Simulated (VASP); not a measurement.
ZrSi3O8, 12 atoms in the cell. It takes space group C2 (No. 5, monoclinic). Conventional cell: a = 7.525 Å, b = 7.661 Å, c = 7.607 Å, α = 90.00°, β = 90.04°, γ = 90.00°. Within 2.6 Å of Zr (site symmetry 2) lie 4 O at 1.95 to 1.96 Å. Within 2.2 Å of Si (site symmetry 2) lie 4 O at 1.63 Å. Si (site symmetry 1) has 4 O at 1.63 to 1.64 Å within 2.2 Å. Within 2.2 Å of O (site symmetry 1) lie 1 Si at 1.63 Å and 1 Zr at 1.96 Å. O (site symmetry 1) has 2 Si at 1.63 Å within 2.2 Å. Within 2.2 Å of O (site symmetry 1) lie 2 Si at 1.63 Å. O (site symmetry 1) has 1 Si at 1.64 Å and 1 Zr at 1.95 Å within 2.2 Å. 

| Property | Result |
| --- | --- |
| Program | VASP 6.6.1 |
| Task | single point |
| Functional | PBE |
| Potentials or basis | VASP PAW PBE potentials, release 64 (Zr_sv, Si, O) |
| Cutoff | 520 eV |
| k mesh | 4 × 4 × 4 |
| Occupations | gaussian, width 0.02 eV |
| Spin | no spin polarisation |
| Dipole correction | no |
| Further INCAR settings | ALGO = Normal; EDIFF = 1e-07; NBANDS = 48 |

Potentials or basis: VASP PAW PBE potentials, release 64 (Zr_sv, Si, O).

Run with:

```sh
$ cat potpaw_PBE.64/Zr_sv/POTCAR potpaw_PBE.64/Si/POTCAR potpaw_PBE.64/O/POTCAR > POTCAR
$ mpirun -np 1 vasp_std > vasp.out
```

Hardware: 1 thread of Intel(R) Xeon(R) Platinum 8259CL CPU @ 2.50GHz (Skylake/Cascade Lake) (shared host).

**Question.** Estimate the wall time of this run.

**Answer.** Wall time 4.3 min on 1 thread of Intel(R) Xeon(R) Platinum 8259CL CPU @ 2.50GHz (Skylake/Cascade Lake), with other jobs on the host, peak memory 0.41 GiB. Counts: scf iterations 17, k points 24.
